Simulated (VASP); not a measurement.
## HfH2: single point with r2SCAN

Crystal: HfH2.

```xyz
3
Lattice="-1.6135 1.6135 1.7895 1.6135 -1.6135 1.7895 1.6135 1.6135 -1.7895" Properties=species:S:1:pos:R:3 pbc="T T T"
Hf    0.0000    0.0000    0.0000
H     0.0000    1.6135    0.8948
H     1.6135    0.0000    0.8948
```

* Program: VASP 6.6.1
* Task: single point
* Functional: r2SCAN
* Potentials or basis: VASP PAW PBE potentials, release 64 (Hf_pv, H)
* Cutoff: 520 eV
* k mesh: 18 × 18 × 18
* Occupations: gaussian, width 0.1 eV
* Spin: no spin polarisation

The pressure is 89.4 GPa. The band gap on the k mesh is zero (band 6 reaches 9.16 eV, above the bottom of band 7 at 7.16 eV).

Stress tensor (GPa, compression positive):
```
89.32  0.00  0.00
 0.00 89.32  0.00
 0.00  0.00 89.69
```

Levels at points of the mesh, in eV from the Fermi level:
| k point | band 3 | band 4 | band 5 | band 6 | band 7 | band 8 | band 9 | band 10 |
| --- | --- | --- | --- | --- | --- | --- | --- | --- |
| (0.00, 0.00, 0.00) | -30.78 | -13.80 | -0.94 | -0.43 | -0.43 | 1.63 | 1.77 | 4.30 |
| (0.50, 0.00, 0.00) | -30.85 | -10.67 | -5.03 | -2.01 | 2.47 | 5.21 | 5.48 | 8.33 |
| (0.50, 0.50, 0.00) | -31.03 | -7.94 | -6.21 | -5.74 | 5.32 | 5.37 | 8.68 | 8.77 |
| (0.50, 0.50, 0.50) | -31.88 | -11.09 | -5.46 | -2.52 | 7.28 | 7.28 | 7.37 | 7.74 |

Wall time 10 min on 1 thread of Oxide Virtual Turin-like Processor (shared host), peak memory 0.21 GiB.

Caveat: the PAW data sets were made with another functional, which shifts forces and pressure a little; spin-orbit coupling is left out, which moves the levels of the heavy elements.
